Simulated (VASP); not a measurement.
# La16HO24 (a cell with a defect): single point with PBE

System: La16HO24 (a cell with a defect).

```xyz
41
Lattice="7.8811 0.0000 0.0000 -3.9406 6.8253 0.0000 0.0000 0.0000 12.3757" Properties=species:S:1:pos:R:3 pbc="T T T"
La    1.9849    1.1249    4.6195
La   -0.0004    2.3149    1.5352
La    2.0043    1.1015   10.8343
La   -0.0825    2.1579    7.7869
La   -0.0164    4.5851    4.6070
La   -1.9785    5.7168    1.4826
La    0.0896    4.5238   10.8505
La   -1.9073    5.6754    7.6849
La    5.9031    1.1673    4.6442
La    3.9086    2.3181    1.5285
La    5.9111    1.1622   10.9498
La    3.9424    2.2980    7.7580
La    3.9805    4.5817    4.6194
La    1.9564    5.7045    1.5353
La    4.0104    4.5757   10.8342
La    2.0519    5.8540    7.7867
O     1.9835    1.1435    2.1890
O     0.0024    2.3149    4.0129
O     0.0771   -0.0196   -0.0370
O     1.9836    1.1257    8.3584
O    -0.0097    2.2694   10.1986
O    -0.0436    0.0496    6.2439
O     0.0041    4.5721    2.2055
O    -1.9801    5.7183    4.0030
O    -1.9445    3.4521   -0.0160
O     0.2060    4.4558    8.1519
O    -1.8726    5.6561   10.1050
O    -2.0088    3.3910    6.1925
O     5.9181    1.1577    2.1617
O     3.8977    2.3252    3.9979
O     3.9407   -0.0063   -0.0165
O     5.8613    1.1904    8.4967
O     3.9146    2.3148   10.2250
O     3.9609    0.0816    6.1921
O     3.9628    4.5726    2.1891
O     1.9588    5.7037    4.0130
O     1.9351    3.4583    0.0344
O     3.9787    4.5808    8.3583
O     1.9925    5.7362   10.1983
O     2.0305    3.4030    6.1385
H     1.4298    3.7492    6.8388
```

* Program: VASP 6.6.1
* Task: single point
* Functional: PBE
* Potentials or basis: VASP PAW PBE potentials, release 64 (La, O, H)
* Cutoff: 520 eV
* k mesh: 1 × 1 × 1, shifted
* Occupations: fermi-dirac, width 0.01 eV
* Spin: no spin polarisation

| Quantity | Value |
| --- | --- |
| Largest force | 0.111 eV/Å |

Forces on the atoms (eV/Å):
```
La   0.002  0.004 -0.011
La   0.001  0.000  0.016
La   0.004 -0.001 -0.009
La  -0.014 -0.010  0.018
La   0.004 -0.004 -0.003
La  -0.001 -0.001  0.016
La  -0.001  0.001 -0.007
La  -0.005  0.001  0.016
La   0.002  0.000 -0.013
La  -0.004  0.002  0.012
La  -0.002  0.001 -0.011
La   0.016 -0.010  0.021
La  -0.003 -0.003 -0.011
La   0.001 -0.002  0.014
La   0.002 -0.003 -0.008
La   0.000  0.017  0.019
O   -0.001 -0.001 -0.009
O   -0.001  0.000  0.005
O    0.001  0.002  0.004
O   -0.005  0.000 -0.004
O    0.000  0.003  0.004
O    0.000 -0.002 -0.001
O    0.001 -0.001 -0.003
O   -0.001  0.002 -0.001
O    0.000 -0.002  0.003
O    0.002 -0.003 -0.010
O    0.003  0.003  0.001
O    0.000  0.001  0.001
O    0.002 -0.002 -0.005
O    0.002  0.000 -0.003
O    0.001  0.001 -0.002
O    0.009 -0.002 -0.013
O   -0.001 -0.002  0.002
O    0.000 -0.001  0.000
O    0.003  0.002 -0.007
O   -0.001  0.001  0.008
O   -0.001  0.002 -0.004
O   -0.003  0.001  0.000
O   -0.001  0.000 -0.005
O    0.058 -0.033 -0.088
H   -0.069  0.038  0.069
```

Levels at points of the mesh, in eV from the Fermi level:
| k point | band 157 | band 158 | band 159 | band 160 | band 161 | band 162 | band 163 | band 164 |
| --- | --- | --- | --- | --- | --- | --- | --- | --- |
| (0.25, 0.25, 0.25) | -0.39 | -0.38 | -0.37 | -0.32 | 3.66 | 3.80 | 3.91 | 3.96 |

Wall time 10 min on 1 thread of Intel(R) Xeon(R) Platinum 8488C (Sapphire Rapids), on a shared host, peak memory 0.75 GiB.

Caveat: the cell carries a net charge on a neutralising background, which shifts energy and pressure; the cell is charged against a uniform background, so pressure and absolute levels hang on convention; spin-orbit coupling is left out, which moves the levels of the heavy elements.
